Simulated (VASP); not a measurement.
Runs of VASP 6.6.1 on CaB2. The structure is that of space group P6/mmm (No. 191), or close to it. The cells are those of the table. 

```tsv
cell	gap on the mesh (eV)	pressure (GPa)
a = 3.156, b = 3.156, c = 4.101 Å, angles 90.0, 90.0, 120.0°, 3 atoms	none	(b)
a = 3.105, b = 3.105, c = 4.158 Å, angles 90.0, 90.0, 120.0°, 3 atoms	none	(a)
a = 3.132, b = 3.132, c = 3.826 Å, angles 90.0, 90.0, 120.0°, 3 atoms	none	14.6
a = 3.291, b = 3.291, c = 3.905 Å, angles 90.0, 90.0, 120.0°, 3 atoms	none	-3.1
a = 3.317, b = 3.317, c = 4.059 Å, angles 90.0, 90.0, 120.0°, 3 atoms	none	-8.7
```

Alike in all rows: task single point; level PBEsol; potentials or basis VASP PAW PBE potentials, release 64 (Ca_sv, B); no spin polarisation; k mesh 15 × 15 × 10; cutoff (eV) 520; smearing gaussian 0.1 eV.

Question: Fill in the values left out.

Answer: (a) 4.7; (b) 1.7.

Caveats: the PAW data sets were made with another functional, which shifts forces and pressure a little.

A gap of «none» marks levels without a gap at the run's occupations.
